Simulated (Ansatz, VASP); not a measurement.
One calculation of SiO2, two programs

```
Si O
1.0
     4.12361    0.00000    0.00000
     0.00000    4.12361    0.00000
     0.00000    0.00000    2.63174
Si O
2 4
Direct
  0.00000 0.00000 0.00000
  0.50000 0.50000 0.50000
  0.30670 0.30670 0.00000
  0.19330 0.80670 0.50000
  0.69330 0.69330 0.00000
  0.80670 0.19330 0.50000
```

Change from the starting cell: volume scaled by 0.96.

Alike in both runs: task single point; functional PBEsol; k mesh 6 × 6 × 9; occupations fermi-dirac, width 0.03 eV; no spin polarisation.

|  | VASP | Ansatz |
| --- | --- | --- |
| version | VASP 6.6.1 | Ansatz 0.2.0 |
| potentials or method | VASP PAW PBE potentials, release 64 (Si, O), cutoff 520 eV | all-electron LAPW, scalar-relativistic |

Ansatz gave:

* gap on the k mesh at the Fermi level (eV): 6.33
* pressure (GPa): 18.6
* traceless stress, the component that is largest in VASP (GPa): 2.58
* rms of the force components (eV/Å): 0.234

Estimate VASP's values.

gap on the k mesh at the Fermi level (eV): 6.33; pressure (GPa): 19.6; traceless stress, the component that is largest in VASP (GPa): 3.34; rms of the force components (eV/Å): 0.258.

VASP's potentials were made for PBE, not for PBEsol. Atom by atom the forces differ by 0.024 eV/Å (rms over components). Ansatz ran all-electron here, and VASP with PAW potentials.
